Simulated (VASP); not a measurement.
# MoI: single point with PBE

MoI:

```xyz
2
Lattice="0.0000 3.1999 3.1999 3.1999 0.0000 3.1999 3.1999 3.1999 0.0000" Properties=species:S:1:pos:R:3 pbc="T T T"
Mo    0.0000    0.0000    0.0000
I     4.7999    4.7999    4.7999
```

This cell differs from its parent crystal: volume scaled by 1.02.

```yaml
Program: VASP 6.6.1
Task: single point
Functional: PBE
Potentials_or_basis: VASP PAW PBE potentials, release 64 (Mo_sv, I)
Cutoff: 520 eV
k_mesh: 7 × 7 × 7
Occupations: fermi-dirac, width 0.05 eV
Spin: no spin polarisation
```

| Item | Value |
| --- | --- |
| Pressure | -8.1 GPa |

Levels at points of the mesh, in eV from the Fermi level:
| k point | band 6 | band 7 | band 8 | band 9 | band 10 | band 11 | band 12 | band 13 | band 14 | band 15 |
| --- | --- | --- | --- | --- | --- | --- | --- | --- | --- | --- |
| (0.00, 0.00, 0.00) | -4.84 | -4.84 | -4.84 | -0.42 | -0.42 | 0.42 | 2.40 | 2.40 | 2.40 | 5.14 |

Wall time 18 s on 1 thread of Intel(R) Xeon(R) Platinum 8259CL CPU @ 2.50GHz (Skylake/Cascade Lake) (shared host), peak memory 0.21 GiB.

Caveat: spin-orbit coupling is left out, which moves the levels of the heavy elements; an odd number of electrons without spin polarisation forces a metal; a magnetic or distorted state may lie lower.
